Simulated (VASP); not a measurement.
# P: single point with PBE

Crystal: P.

```
CELL_PARAMETERS angstrom
2.44341 0.00000 0.00000
0.00000 2.44341 0.00000
0.00000 0.00000 2.44341
ATOMIC_POSITIONS crystal
P 0.00000 0.00000 0.00000
```

| Property | Result |
| --- | --- |
| Program | VASP 6.6.1 |
| Task | single point |
| Functional | PBE |
| Potentials or basis | VASP PAW PBE potentials, release 64 (P) |
| Cutoff | 520 eV |
| k mesh | 17 × 17 × 17 |
| Occupations | fermi-dirac, width 0.1 eV |
| Spin | no spin polarisation |

```json
{"Pressure": "-0.3 GPa"}
```

Levels at points of the mesh, in eV from the Fermi level:
```tsv
k point	band 1	band 2	band 3	band 4	band 5	band 6	band 7
(0.00, 0.00, 0.00)	-16.42	5.07	5.07	5.07	6.87	6.87	14.32
```

Wall time 8.2 s on 1 thread of Intel Xeon 6975P-C, on a shared host, peak memory 0.12 GiB.
